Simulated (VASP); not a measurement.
Set up this calculation in VASP 6.6.1, as the native input.

```
Task                   : relaxation of cell and atoms
Functional             : PBEsol
Potentials or basis    : VASP PAW PBE potentials, release 64 (B, P)
Cutoff                 : 600 eV
k mesh                 : 8 × 8 × 8
Occupations            : gaussian, width 0.01 eV
Spin                   : no spin polarisation
Target pressure        : 2 GPa
Dipole correction      : no
Further INCAR settings : ALGO = Normal; EDIFF = 1e-06; IBRION = 2; EDIFFG = -0.005; NSW = 80; ISIF = 3
```

The structure of BP lies in POSCAR:

```
BP
1.0
    0.0000000000      2.2690000000      2.2690000000
    2.2690000000      0.0000000000      2.2690000000
    2.2690000000      2.2690000000      0.0000000000
B P
1 1
Direct
    0.0000000000      0.0000000000      0.0000000000
    0.2500000000      0.2500000000      0.2500000000
```

One way to write it, as run:

INCAR

```
PREC     = Accurate       # precision mode
ENCUT    = 600            # plane-wave cutoff, eV
EDIFF    = 1E-6           # SCF threshold, eV
ISMEAR   = 0              # smearing method
SIGMA    = 0.01           # smearing width, eV
LREAL    = F              # projectors in reciprocal space
LASPH    = T              # aspherical terms in the spheres
NELM     = 100            # most SCF steps
ALGO     = Normal         # electronic algorithm
ISIF     = 3              # what is computed and relaxed
LWAVE    = F              # write WAVECAR
LCHARG   = F              # write CHGCAR
GGA      = PS             # functional
IBRION   = 2              # ionic algorithm
NSW      = 80             # ionic steps
EDIFFG   = -0.005         # ionic threshold
PSTRESS  = 20.0
```

KPOINTS

```
regular mesh
0
Gamma
  8 8 8
```

Potentials or basis: VASP PAW PBE potentials, release 64 (B, P).

Run with:

```bash
$ cat potpaw_PBE.64/B/POTCAR potpaw_PBE.64/P/POTCAR > POTCAR
$ mpirun -np 1 vasp_std > vasp.out
```

It gave:

```
Relaxed volume                                         : 11.42 Å³/atom
Relaxed cell                                           : a = 3.185 Å, b = 3.185 Å, c = 3.185 Å, α = 60.00°, β = 60.00°, γ = 60.00°
Space group after relaxing (to 0.05 Å)                 : F-43m (No. 216)
Energy change on relaxing (the enthalpy is what falls) : +0.1 meV/atom
Ionic steps                                            : 3
Pressure after relaxing                                : 2.0 GPa
Band gap on the k mesh                                 : 1.14 eV, indirect (least direct gap 3.39 eV)
```

Caveat: the cell is relaxed towards a set pressure, so the enthalpy falls and the energy may rise; the PAW data sets were made with another functional, which shifts forces and pressure a little.

Wall time 14 s on 1 thread of Intel(R) Xeon(R) Platinum 8488C (Sapphire Rapids), on a shared host, peak memory 0.15 GiB.
